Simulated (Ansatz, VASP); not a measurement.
# Two plane-wave programs on KCl

```xyz
2
Lattice="0.0000 3.0806 3.0806 3.0806 0.0000 3.0806 3.0806 3.0806 0.0000" Properties=species:S:1:pos:R:3 pbc="T T T"
K     0.0000    0.0000    0.0000
Cl    3.0806    3.0806    3.0806
```

Alike in both runs: task single point; functional r2SCAN; k mesh 6 × 6 × 6; no spin polarisation.

|  | VASP | Ansatz |
| --- | --- | --- |
| version | VASP 6.6.1 | Ansatz 0.2.0 |
| potentials or method | VASP PAW PBE potentials, release 64 (K_sv, Cl) | plane waves, PAW |
| plane-wave cutoff (eV) | 520 | 500 |
| occupations | gaussian, width 0.01 eV | fixed |
| valence electrons in the cell | 16 | 16 |

```tsv
	VASP	Ansatz	Ansatz less VASP
gap on the k mesh at the Fermi level (eV)	6.06	6.06	-0.004
pressure (GPa)	1.4	1.4	0.00
```

VASP's potentials were made for PBE, not for r2SCAN.
